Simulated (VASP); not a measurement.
# Si3Sb (Pm-3m) in VASP: a series of runs

The runs below take Si3Sb through single point, relaxation of cell and atoms, with PBE.

Everything below comes from runs of VASP 6.6.1. Logs are shortened: lines on timing, memory, paths and dates and some standing lists are left out, and cuts for length are marked.

## 1. The cell of the first run

Symmetry: Pm-3m, No. 221, cubic system. The conventional cell has a = 4.139 Å, b = 4.139 Å, c = 4.139 Å, α = 90.00°, β = 90.00°, γ = 90.00°. Within 3.9 Å of Si (site symmetry 4/mmm) lie 8 Si at 2.93 Å and 4 Sb at 2.93 Å. Within 3.9 Å of Sb (site symmetry m-3m) lie 12 Si at 2.93 Å.

## 2. Single point, PBE

Input file INCAR:

```
SYSTEM = Si3Sb
PREC = Accurate
ENCUT = 520
EDIFF = 1E-6
ISMEAR = 0
SIGMA = 0.1
LREAL = .False.
LASPH = .True.
NELM = 100
ALGO = Normal
ISIF = 2
LWAVE = .False.
LCHARG = .True.
GGA = PE
LELF = .True.
LVHAR = .True.
NBANDS = 16
```

Input file KPOINTS:

```
Automatic mesh
0
Gamma
  4 4 4
  0 0 0
```

Input file POSCAR:

```
Si3Sb
1.0
    4.1387528297      0.0000000000      0.0000000000
    0.0000000000      4.1387528297      0.0000000000
    0.0000000000      0.0000000000      4.1387528297
Si Sb
3 1
Direct
    0.0000000000      0.5000000000      0.5000000000
    0.5000000000      0.0000000000      0.5000000000
    0.5000000000      0.5000000000      0.0000000000
    0.0000000000      0.0000000000      0.0000000000
```

Potentials or basis: VASP PAW PBE potentials, release 64 (Si, Sb).

Started as:

```
cat potpaw_PBE.64/Si/POTCAR potpaw_PBE.64/Sb/POTCAR > POTCAR
mpirun -np 1 vasp_std > vasp.out
```

OUTCAR:

```text
SYSTEM = Si3Sb
   PREC = Accurate
   ENCUT = 520
   EDIFF = 1E-6
   ISMEAR = 0
   LREAL = .False.
   LASPH = .True.
   NELM = 100
   ISIF = 2
   GGA = PE

 ion  position               nearest neighbor table
   1  0.000  0.500  0.500-   2 2.93   3 2.93   4 2.93   3 2.93   4 2.93   2 2.93   4 2.93   4 2.93
                             2 2.93   3 2.93   3 2.93   2 2.93
   2  0.500  0.000  0.500-   1 2.93   3 2.93   4 2.93   3 2.93   4 2.93   1 2.93   3 2.93   3 2.93
                             1 2.93   4 2.93   4 2.93   1 2.93
   3  0.500  0.500  0.000-   1 2.93   2 2.93   4 2.93   1 2.93   2 2.93   2 2.93   4 2.93   2 2.93
                             1 2.93   4 2.93   1 2.93   4 2.93
   4  0.000  0.000  0.000-   1 2.93   2 2.93   3 2.93   1 2.93   2 2.93   1 2.93   3 2.93   1 2.93
                             2 2.93   3 2.93   2 2.93   3 2.93

  LATTYP: Found a simple cubic cell.
 ALAT       =     4.1387528297

  Lattice vectors:

 A1 = (   4.1387528297,   0.0000000000,   0.0000000000)
 A2 = (   0.0000000000,   4.1387528297,   0.0000000000)
 A3 = (   0.0000000000,   0.0000000000,   4.1387528297)

Analysis of symmetry for initial positions (statically):
=====================================================================
 Subroutine PRICEL returns:
 Original cell was already a primitive cell.

 Routine SETGRP: Setting up the symmetry group for a
 simple cubic supercell.

 Subroutine GETGRP returns: Found 48 space group operations
 (whereof 48 operations were pure point group operations)
 out of a pool of 48 trial point group operations.

The static configuration has the point symmetry O_h .

Analysis of symmetry for dynamics (positions and initial velocities):
=====================================================================
 Subroutine PRICEL returns:
 Original cell was already a primitive cell.

 Routine SETGRP: Setting up the symmetry group for a
 simple cubic supercell.

 Subroutine GETGRP returns: Found 48 space group operations
 (whereof 48 operations were pure point group operations)
 out of a pool of 48 trial point group operations.

The dynamic configuration has the point symmetry O_h .

 Subroutine INISYM returns: Found 48 space group operations
 (whereof 48 operations are pure point group operations),
 and found     1 'primitive' translations

----------------------------------------------------------------------------------------

                                     Primitive cell

  volume of cell :      70.8938

  direct lattice vectors                    reciprocal lattice vectors
     4.138752830  0.000000000  0.000000000     0.241618681  0.000000000  0.000000000
     0.000000000  4.138752830  0.000000000     0.000000000  0.241618681  0.000000000
     0.000000000  0.000000000  4.138752830     0.000000000  0.000000000  0.241618681

  length of vectors
     4.138752830  4.138752830  4.138752830     0.241618681  0.241618681  0.241618681

  position of ions in fractional coordinates (direct lattice)
     0.000000000  0.500000000  0.500000000
     0.500000000  0.000000000  0.500000000
     0.500000000  0.500000000  0.000000000
     0.000000000  0.000000000  0.000000000

  ion indices of the primitive-cell ions
   primitive index   ion index
                 1           1
                 2           2
                 3           3
                 4           4

----------------------------------------------------------------------------------------

 KPOINTS: Automatic mesh

Automatic generation of k-mesh.
 Grid dimensions read from file:
 generate k-points for:    4    4    4

 Generating k-lattice:

  Cartesian coordinates                     Fractional coordinates (reciprocal lattice)
     0.060404670  0.000000000  0.000000000     0.250000000  0.000000000  0.000000000
     0.000000000  0.060404670  0.000000000     0.000000000  0.250000000  0.000000000
     0.000000000  0.000000000  0.060404670     0.000000000  0.000000000  0.250000000

  Length of vectors
     0.060404670  0.060404670  0.060404670

  Shift w.r.t. Gamma in fractional coordinates (k-lattice)
     0.000000000  0.000000000  0.000000000

 Subroutine IBZKPT returns following result:
 ===========================================

 Found     10 irreducible k-points:

 Following reciprocal coordinates:
            Coordinates               Weight
  0.000000  0.000000  0.000000      1.000000
  0.250000  0.000000  0.000000      6.000000
  0.500000  0.000000  0.000000      3.000000
  0.250000  0.250000  0.000000     12.000000
  0.500000  0.250000  0.000000     12.000000
  0.500000  0.500000  0.000000      3.000000
  0.250000  0.250000  0.250000      8.000000
  0.500000  0.250000  0.250000     12.000000
  0.500000  0.500000  0.250000      6.000000
  0.500000  0.500000  0.500000      1.000000
   k-points           NKPTS =     10   k-points in BZ     NKDIM =     10   number of bands    NBANDS=     16
   number of dos      NEDOS =    301   number of ions     NIONS =      4
   total plane-waves  NPLWV =  32768
   dimension x,y,z NGX =    32 NGY =   32 NGZ =   32
   dimension x,y,z NGXF=    64 NGYF=   64 NGZF=   64
   ions per type =               3   1
   NGX,Y,Z   is equivalent  to a cutoff of  12.85, 12.85, 12.85 a.u.
   NGXF,Y,Z  is equivalent  to a cutoff of  25.71, 25.71, 25.71 a.u.
 SYSTEM =  Si3Sb
   PREC   = accura    normal or accurate (medium, high low for compatibility)
   ISTART =      0    job   : 0-new  1-cont  2-samecut
   ICHARG =      2    charge: 1-file 2-atom 10-const
   ISPIN  =      1    spin polarized calculation?
   LNONCOLLINEAR =      F non collinear calculations
   LSORBIT =      F    spin-orbit coupling
   LASPH  =      T    aspherical Exc in radial PAW
   ENCUT  =  520.0 eV  38.22 Ry    6.18 a.u.   7.70  7.70  7.70*2*pi/ulx,y,z
   NELM   =    100;   NELMIN=  2; NELMDL= -5     # of ELM steps
   EDIFF  = 0.1E-05   stopping-criterion for ELM
   LREAL  =      F    real-space projection
   EDIFFG = 0.1E-04   stopping-criterion for IOM
   NSW    =      0    number of steps for IOM
   IBRION =     -1    ionic relax: 0-MD 1-quasi-New 2-CG
   NFREE  =      0    steps in history (QN), initial steepest desc. (CG)
   ISIF   =      2    stress and relaxation
   ISYM   =      2    0-nonsym 1-usesym 2-fastsym
   POTIM  = 0.5000    time-step for ionic-motion
   TEBEG  =    0.0;   TEEND  =   0.0 temperature during run
   PSTRESS=    0.0 pullay stress
   NELECT =      17.0000    total number of electrons
   NUPDOWN=      -1.0000    fix difference up-down
   EMIN   =  10.00;   EMAX   =-10.00  energy-range for DOS
   EFERMI =   0.00;   METHOD = LEGACY
   ISMEAR =     0;   SIGMA  =   0.10  broadening in eV -4-tet -1-fermi 0-gaus
   EFERMI_NEDOS =   21; number of points for ismear=-14 and -15
   IALGO  =     38    algorithm
   IMIX   =      4    mixing-type and parameters
     AMIX     =   0.40;   BMIX     =  1.00
     AMIX_MAG =   1.60;   BMIX_MAG =  1.00
  volume/ion in A,a.u.               =      17.72       119.60
  Fermi-wavevector in a.u.,A,eV,Ry     =   1.017080  1.922002 14.074562  1.034451
  Thomas-Fermi vector in A             =   2.150460
   LORBIT       =      0    0 simple, 1 ext, 2 COOP (PROOUT), +10 PAW based schemes
   GGA     = PE    functional components
   LHFCALC =     F    Hartree Fock is set to
   AEXX    =    0.0000 exact exchange contribution
   IVDW    =     0    specifies the selected vdW correction
   LEPSILON=     F    determine dielectric tensor
   LRPA    =     F    only Hartree local field effects (RPA)
 non-spin polarized calculation
 Gauss-broadening in eV      SIGMA  =   0.10
  energy-cutoff  :      520.00
  volume of cell :       70.89
 maximum number of plane-waves:      1935
 NGX is ok and might be reduce to    32
   NGX = 15   NGY = 15   NGZ = 15

 number of electron      16.9999998 magnetization

 Free energy of the ion-electron system (eV)
  ---------------------------------------------------
  ext. energy  EPLUGINS =         0.00000000
  ---------------------------------------------------
  free energy    TOTEN  =       -17.56216516 eV

  energy without entropy =      -17.53768793  energy(sigma->0) =      -17.54992654

 E-fermi :   9.6329     XC(G=0): -10.8470

 val. band max:        9.5661339969   @ k =   0.2500   0.2500   0.0000
 cond. band min:       9.6525378012   @ k =   0.2500   0.0000   0.0000
 fundamental gap:      0.0864038043
 Fermi energy:         9.6328959192

 k-point     1 :       0.0000    0.0000    0.0000
  band No.  band energies     occupation
      1      -4.3937      2.00000
      2       3.6973      2.00000
      3       4.3226      2.00000
      4       4.3226      2.00000
      5       4.3226      2.00000
      6       4.6602      2.00000
[... 8 lines left out ...]
     15      14.1563      0.00000
     16      14.1563      0.00000

 k-point     2 :       0.2500    0.0000    0.0000
  band No.  band energies     occupation
      1      -3.8696      2.00000
      2       0.6054      2.00000
      3       4.4383      2.00000
      4       4.8555      2.00000
      5       4.8555      2.00000
      6       5.0363      2.00000
[... 8 lines left out ...]
     15      15.7055      0.00000
     16      16.1296      0.00000

 k-point     3 :       0.5000    0.0000    0.0000
  band No.  band energies     occupation
      1      -2.7129      2.00000
      2      -1.6085      2.00000
      3       5.0275      2.00000
      4       5.6164      2.00000
      5       6.1274      2.00000
      6       6.1274      2.00000
[... 8 lines left out ...]
     15      13.8309      0.00000
     16      13.8309      0.00000

 k-point     4 :       0.2500    0.2500    0.0000
  band No.  band energies     occupation
      1      -3.3479      2.00000
      2       0.9162      2.00000
      3       1.3517      2.00000
      4       4.6309      2.00000
      5       5.3899      2.00000
      6       6.5175      2.00000
[... 8 lines left out ...]
     15      13.6395      0.00000
     16      15.6211      0.00000

 k-point     5 :       0.5000    0.2500    0.0000
  band No.  band energies     occupation
      1      -2.2061      2.00000
      2      -1.0782      2.00000
      3       2.3240      2.00000
      4       3.0933      2.00000
      5       6.6873      2.00000
      6       7.1184      2.00000
[... 8 lines left out ...]
     15      15.0468      0.00000
     16      15.0735      0.00000

 k-point     6 :       0.5000    0.5000    0.0000
  band No.  band energies     occupation
      1      -1.1783      2.00000
      2       0.2802      2.00000
      3       0.2802      2.00000
      4       0.7660      2.00000
      5       8.0146      2.00000
      6       8.5971      2.00000
[... 8 lines left out ...]
     15      15.5307      0.00000
     16      15.5307      0.00000

 k-point     7 :       0.2500    0.2500    0.2500
  band No.  band energies     occupation
      1      -2.8296      2.00000
      2       1.1905      2.00000
      3       1.8803      2.00000
      4       1.8803      2.00000
      5       6.0876      2.00000
      6       6.0876      2.00000
[... 8 lines left out ...]
     15      16.0844      0.00000
     16      16.0845      0.00000

 k-point     8 :       0.5000    0.2500    0.2500
  band No.  band energies     occupation
      1      -1.7090      2.00000
      2      -0.5500      2.00000
      3       2.3009      2.00000
      4       3.1647      2.00000
      5       3.8343      2.00000
      6       4.2852      2.00000
[... 8 lines left out ...]
     15      14.8059      0.00000
     16      15.0314      0.00000

 k-point     9 :       0.5000    0.5000    0.2500
  band No.  band energies     occupation
      1      -0.7373      2.00000
      2       0.8197      2.00000
      3       0.8197      2.00000
      4       1.2353      2.00000
      5       4.6035      2.00000
      6       5.1376      2.00000
[... 8 lines left out ...]
     15      15.9509      0.00000
     16      15.9509      0.00000

 k-point    10 :       0.5000    0.5000    0.5000
  band No.  band energies     occupation
      1      -0.0247      2.00000
      2       2.1550      2.00000
      3       2.1550      2.00000
      4       2.1550      2.00000
      5       2.7804      2.00000
      6       2.7804      2.00000
[... 8 lines left out ...]
     15      16.7704      0.00000
     16      16.7704      0.00000

------------------------ aborting loop because EDIFF is reached ----------------------------------------

  FORCE on cell =-STRESS in cart. coord.  units (eV):
  Direction    XX          YY          ZZ          XY          YZ          ZX
  --------------------------------------------------------------------------------------
  -------------------------------------------------------------------------------------
  Total        2.2937571      2.2937571      2.2937571     -0.0000000     -0.0000000      0.0000000
  in kB       51.8381547     51.8381547     51.8381547     -0.0000000     -0.0000000      0.0000000
  external PRESSURE =      51.8381547 kB  Pullay stress =       0.0000000 kB

 VOLUME and BASIS-vectors are now :
 -----------------------------------------------------------------------------
  energy-cutoff  :      520.00
  volume of cell :       70.89
      direct lattice vectors                 reciprocal lattice vectors
     4.138752830  0.000000000  0.000000000     0.241618681  0.000000000  0.000000000
     0.000000000  4.138752830  0.000000000     0.000000000  0.241618681  0.000000000
     0.000000000  0.000000000  4.138752830     0.000000000  0.000000000  0.241618681

 POSITION                                       TOTAL-FORCE (eV/Angst)
 -----------------------------------------------------------------------------------
      0.00000      2.06938      2.06938         0.000000      0.000000      0.000000
      2.06938      0.00000      2.06938         0.000000      0.000000      0.000000
      2.06938      2.06938      0.00000         0.000000      0.000000      0.000000
      0.00000      0.00000      0.00000         0.000000      0.000000      0.000000
 -----------------------------------------------------------------------------------
    total drift:                               -0.000000     -0.000000     -0.000000

  FREE ENERGIE OF THE ION-ELECTRON SYSTEM (eV)
  ---------------------------------------------------
  free  energy   TOTEN  =       -17.5621651558 eV

  energy  without entropy=      -17.5376879322  energy(sigma->0) =      -17.54992654
```

It took 8.1 s on 1 thread of Intel Xeon Platinum 8488C (Sapphire Rapids), shared host; peak memory 0.17 GiB.

What came out:

```yaml
Free_energy: -17.5622 eV
Pressure: 5.2 GPa
```

Caveat: the k points lie up to 0.38 Å⁻¹ apart; spin-orbit coupling is left out, which moves the levels of the heavy elements.

## 3. Single point, PBE

This run uses another cell than the first one, of 18.79 Å³/atom, 1.060 times its volume.

Input file INCAR:

```
PREC = Accurate
ENCUT = 520
EDIFF = 1E-6
ISMEAR = 0
SIGMA = 0.1
LREAL = False
LASPH = True
NELM = 100
ALGO = Normal
ISIF = 2
LWAVE = False
LCHARG = False
GGA = PE
NBANDS = 16
```

Input file KPOINTS:

```
regular mesh
0
Gamma
  4 4 4
```

Input file POSCAR:

```
Si3Sb
1.0
    4.2200083273      0.0000000000      0.0000000000
    0.0000000000      4.2200083273      0.0000000000
    0.0000000000      0.0000000000      4.2200083273
Si Sb
3 1
Direct
    0.0000000000      0.5000000000      0.5000000000
    0.5000000000      0.0000000000      0.5000000000
    0.5000000000      0.5000000000      0.0000000000
    0.0000000000      0.0000000000      0.0000000000
```

Potentials or basis: VASP PAW PBE potentials, release 64 (Si, Sb).

Started as:

```
cat potpaw_PBE.64/Si/POTCAR potpaw_PBE.64/Sb/POTCAR > POTCAR
mpirun -np 1 vasp_std > vasp.out
```

OUTCAR:

```text
PREC = Accurate
   ENCUT = 520
   EDIFF = 1E-6
   ISMEAR = 0
   LREAL = False
   LASPH = True
   NELM = 100
   ISIF = 2
   GGA = PE

 ion  position               nearest neighbor table
   1  0.000  0.500  0.500-   2 2.98   3 2.98   4 2.98   3 2.98   4 2.98   2 2.98   4 2.98   4 2.98
                             2 2.98   3 2.98   3 2.98   2 2.98
   2  0.500  0.000  0.500-   1 2.98   3 2.98   4 2.98   3 2.98   4 2.98   1 2.98   3 2.98   3 2.98
                             1 2.98   4 2.98   4 2.98   1 2.98
   3  0.500  0.500  0.000-   1 2.98   2 2.98   4 2.98   1 2.98   2 2.98   2 2.98   4 2.98   2 2.98
                             1 2.98   4 2.98   1 2.98   4 2.98
   4  0.000  0.000  0.000-   1 2.98   2 2.98   3 2.98   1 2.98   2 2.98   1 2.98   3 2.98   1 2.98
                             2 2.98   3 2.98   2 2.98   3 2.98

  LATTYP: Found a simple cubic cell.
 ALAT       =     4.2200083273

  Lattice vectors:

 A1 = (   4.2200083273,   0.0000000000,   0.0000000000)
 A2 = (   0.0000000000,   4.2200083273,   0.0000000000)
 A3 = (   0.0000000000,   0.0000000000,   4.2200083273)

Analysis of symmetry for initial positions (statically):
[... 165 lines left out ...]
 val. band max:        8.8721842991   @ k =   0.2500   0.2500   0.0000
 cond. band min:       8.9324786695   @ k =   0.2500   0.0000   0.0000
 fundamental gap:      0.0602943704
 Fermi energy:         8.9300444129

 k-point     1 :       0.0000    0.0000    0.0000
  band No.  band energies     occupation
      1      -4.6415      2.00000
      2       2.8802      2.00000
      3       3.8627      2.00000
      4       3.8627      2.00000
      5       3.8627      2.00000
      6       3.8932      2.00000
[... 167 lines left out ...]
      3       1.5434      2.00000
      4       1.5434      2.00000
      5       2.4081      2.00000
      6       2.4081      2.00000
[... 8 lines left out ...]
     15      15.5087      0.00000
     16      15.5087      0.00000

------------------------ aborting loop because EDIFF is reached ----------------------------------------

  FORCE on cell =-STRESS in cart. coord.  units (eV):
  Direction    XX          YY          ZZ          XY          YZ          ZX
  --------------------------------------------------------------------------------------
  -------------------------------------------------------------------------------------
  Total       -0.0029343     -0.0029343     -0.0029343      0.0000000      0.0000000     -0.0000000
  in kB       -0.0625578     -0.0625578     -0.0625578      0.0000000      0.0000000     -0.0000000
  external PRESSURE =      -0.0625578 kB  Pullay stress =       0.0000000 kB

 VOLUME and BASIS-vectors are now :
 -----------------------------------------------------------------------------
  energy-cutoff  :      520.00
  volume of cell :       75.15
      direct lattice vectors                 reciprocal lattice vectors
     4.220008327  0.000000000  0.000000000     0.236966357  0.000000000  0.000000000
     0.000000000  4.220008327  0.000000000     0.000000000  0.236966357  0.000000000
     0.000000000  0.000000000  4.220008327     0.000000000  0.000000000  0.236966357

 POSITION                                       TOTAL-FORCE (eV/Angst)
 -----------------------------------------------------------------------------------
      0.00000      2.11000      2.11000         0.000000      0.000000      0.000000
      2.11000      0.00000      2.11000         0.000000      0.000000      0.000000
      2.11000      2.11000      0.00000         0.000000      0.000000      0.000000
      0.00000      0.00000      0.00000         0.000000      0.000000      0.000000
 -----------------------------------------------------------------------------------
    total drift:                               -0.000000     -0.000000     -0.000000

  FREE ENERGIE OF THE ION-ELECTRON SYSTEM (eV)
  ---------------------------------------------------
  free  energy   TOTEN  =       -17.6278603613 eV

  energy  without entropy=      -17.6031859561  energy(sigma->0) =      -17.61552316
```

Run time: 7.5 s. Hardware: 1 thread of Intel Xeon Platinum 8488C (Sapphire Rapids), shared host; peak memory 0.17 GiB.

Results:

* Free energy: -17.6279 eV
* Pressure: 0.0 GPa

Caveat: the k points lie up to 0.37 Å⁻¹ apart; spin-orbit coupling is left out, which moves the levels of the heavy elements.

(Part 1 of 2 ends here.)
